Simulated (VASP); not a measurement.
**Zn2CdO3: single point with PBE**

The system is Zn2CdO3.

```
Zn Cd O
1.0
     5.48050    0.00000    0.00000
    -2.74025    4.74626    0.00000
     0.00000    0.00000    2.78940
Zn Cd O
2 1 3
Direct
  0.66667 0.33333 0.00000
  0.33333 0.66667 0.00000
  0.00000 0.00000 0.00000
  0.50000 0.00000 0.50000
  0.00000 0.50000 0.50000
  0.50000 0.50000 0.50000
```

```
Program             : VASP 6.6.1
Task                : single point
Functional          : PBE
Potentials or basis : VASP PAW PBE potentials, release 64 (Zn, Cd, O)
Cutoff              : 520 eV
k mesh              : 12 × 12 × 14
Occupations         : gaussian, width 0.1 eV
Spin                : no spin polarisation
```

The pressure is 0.7 GPa and the band gap on the k mesh is zero (band 27 reaches 2.27 eV, above the bottom of band 28 at 1.51 eV).

Stress tensor (GPa, compression positive):
```
0.60 0.00 0.00
0.00 0.60 0.00
0.00 0.00 0.98
```

Levels at points of the mesh, in eV from the Fermi level:
| k point | band 23 | band 24 | band 25 | band 26 | band 27 | band 28 | band 29 | band 30 | band 31 | band 32 |
| --- | --- | --- | --- | --- | --- | --- | --- | --- | --- | --- |
| (0.00, 0.00, 0.00) | -1.61 | -0.80 | -0.69 | -0.69 | 0.03 | 0.03 | 3.68 | 5.97 | 5.97 | 7.60 |
| (0.50, 0.00, 0.00) | -2.39 | -1.03 | -0.63 | -0.51 | 0.03 | 0.28 | 2.44 | 4.81 | 6.66 | 7.32 |
| (0.00, 0.00, 0.50) | -1.69 | -1.69 | -0.39 | 0.19 | 0.19 | 1.75 | 3.06 | 3.95 | 4.89 | 4.89 |
| (0.50, 0.00, 0.50) | -2.34 | -1.55 | -1.33 | -0.94 | 0.17 | 2.15 | 3.04 | 5.58 | 6.13 | 6.34 |

Wall time 3.3 min on 1 thread of Intel(R) Xeon(R) 6975P-C (Granite Rapids) (shared host), peak memory 0.46 GiB.
